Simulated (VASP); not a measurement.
Write the native input for VASP 6.6.1 that does the following.

```
Task                   : single point
Functional             : PBE
Potentials or basis    : VASP PAW PBE potentials, release 64 (Dy)
Cutoff                 : 520 eV
k mesh                 : 6 × 6 × 4
Occupations            : gaussian, width 0.05 eV
Spin                   : collinear spin, ferromagnetic start
Starting moments       : [5.0, 5.0] μB
Dipole correction      : no
Further INCAR settings : ALGO = Normal; EDIFF = 1e-06; NBANDS = 31
```

The structure of Dy lies in POSCAR:

```
Dy
1.0
    3.6318413203      0.0000000000      0.0000000000
   -1.8159206602      3.1452668459      0.0000000000
    0.0000000000      0.0000000000      5.8219067744
Dy
2
Direct
    0.3333333333      0.6666666667      0.7500000000
    0.6666666667      0.3333333333      0.2500000000
```

These files were run (other wordings do the same):

INCAR

```
PREC = Accurate
ENCUT = 520
EDIFF = 1E-6
ISMEAR = 0
SIGMA = 0.05
LREAL = F
LASPH = T
NELM = 150
ALGO = Normal
ISIF = 2
LWAVE = F
LCHARG = F
ISPIN = 2
MAGMOM = 5 5
LORBIT = 11
LMAXMIX = 6
GGA = PE
NBANDS = 31
```

KPOINTS

```
regular mesh
0
Gamma
  6 6 4
```

Potentials or basis: VASP PAW PBE potentials, release 64 (Dy).

Launch:

```console
$ cat potpaw_PBE.64/Dy/POTCAR > POTCAR
$ mpirun -np 1 vasp_std > vasp.out
```

It gave:

```yaml
Pressure: -0.1 GPa
Net_moment: 9.60 μB per cell
Site_moments: Dy +4.61 μB
Valence_electrons_inside_the_program's_atomic_spheres: Dy 17.74
```

Caveat: the magnetic or orbital state may not be the lowest.

It took 110 s on 1 thread of Intel(R) Xeon(R) 6975P-C (Granite Rapids), with other jobs on the host, peak memory 0.26 GiB.
